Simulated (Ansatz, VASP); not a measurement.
This is a calculation of Rb3Pt for Ansatz 0.2.0.

input.yaml

```yaml
crystal:
  lattice:
    - [5.49879, 0.0, 0.0]
    - [0.0, 5.49879, 0.0]
    - [0.0, 0.0, 5.49879]
  atoms:
    - { symbol: Pt, position: [0.5, 0.5, 0.5] }
    - { symbol: Rb, position: [0.5, 0.0, 0.0] }
    - { symbol: Rb, position: [0.0, 0.5, 0.0] }
    - { symbol: Rb, position: [0.0, 0.0, 0.5] }
hamiltonian:
  xc: pbe
  pseudopotentials: { kind: paw }
kpoints:
  mp_grid: { grid: [5, 5, 5] }
scf:
  occupations: { method: fermi_dirac, width: 0.05 }
output:
  forces: true
  stress: true
  eigenvalues: true
```

Potentials or basis: Ansatz PAW.

Command:

```console
$ ansatz run input.yaml --threads 2 --pin off --max-ram 5120MiB --backend cpu --events-out ev --progress --plain --runs-dir out
```

Problem. Translate it to VASP 6.6.1. Potentials there: VASP PAW PBE potentials, release 64 (Pt, Rb_sv).

Solution. As run (the cutoff follows the program's own potentials):

The input INCAR:

```
PREC = Accurate
ENCUT = 520
EDIFF = 1E-7
ISMEAR = -1
SIGMA = 0.05
LREAL = False
LASPH = True
NELM = 100
ALGO = Normal
ISIF = 2
LWAVE = False
LCHARG = False
GGA = PE
NBANDS = 26
```

File KPOINTS:

```
Automatic mesh
0
Gamma
  5 5 5
```

POSCAR

```
Rb3Pt
1.0
    5.4987900000      0.0000000000      0.0000000000
    0.0000000000      5.4987900000      0.0000000000
    0.0000000000      0.0000000000      5.4987900000
Pt Rb
1 3
Direct
    0.5000000000      0.5000000000      0.5000000000
    0.5000000000      0.0000000000      0.0000000000
    0.0000000000      0.5000000000      0.0000000000
    0.0000000000      0.0000000000      0.5000000000
```

Potentials or basis: VASP PAW PBE potentials, release 64 (Pt, Rb_sv).

The run is started by

```bash
$ cat potpaw_PBE.64/Pt/POTCAR potpaw_PBE.64/Rb_sv/POTCAR > POTCAR
$ mpirun -np 1 vasp_std > vasp.out
```

Both were run:

|  | VASP | Ansatz | Ansatz less VASP |
| --- | --- | --- | --- |
| gap on the k mesh at the Fermi level (eV) | none | none | - |
| pressure (GPa) | -0.1 | -0.1 | -0.01 |

A gap of «none» marks a metal or a gap that the smearing closes. With one functional, cell and mesh, what is left measures potentials, basis and numerics. VASP's potentials hold 37 valence electrons a cell and Ansatz's 45, so a difference there can come from the potentials and not from the codes.

Neither program's run includes spin-orbit coupling.
